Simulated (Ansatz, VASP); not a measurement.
## Al2P3 in VASP and in Ansatz

```xyz
5
Lattice="4.2913 0.0000 0.0000 -2.1457 3.7164 0.0000 0.0000 0.0000 6.7845" Properties=species:S:1:pos:R:3 pbc="T T T"
Al    0.0000    2.4776    1.5944
Al    2.1457    1.2388    5.1901
P     0.0000    2.4776    4.2742
P     2.1457    1.2388    2.5103
P     0.0000    0.0000    0.0000
```

Change from the starting cell: species swapped into the Mg3Sb2 type (P-3m1, No. 164).

Alike in both runs: task relaxation of cell and atoms; functional PBE; k mesh 6 × 6 × 4; occupations gaussian, width 0.1 eV; no spin polarisation.

|  | VASP | Ansatz |
| --- | --- | --- |
| version | VASP 6.6.1 | Ansatz 0.2.0 |
| potentials or method | VASP PAW PBE potentials, release 64 (Al, P), cutoff 600 eV | scalar-relativistic, plane waves, PAW |
| valence electrons in the cell | 21 | 21 |

```csv
,VASP,Ansatz,Ansatz less VASP
"gap on the k mesh at the Fermi level, each at its own relaxed structure (eV)",none,none,-
relaxed volume (Å³/atom),16.35,16.37,+0.019
relaxed cell length with the largest relative difference (Å),7.772,7.760,-0.0120
```

A gap of «none» marks a metal or a gap that the smearing closes.

Noted on VASP's run: the volume moved by over 15 % at a fixed basis, so the end points are rough.
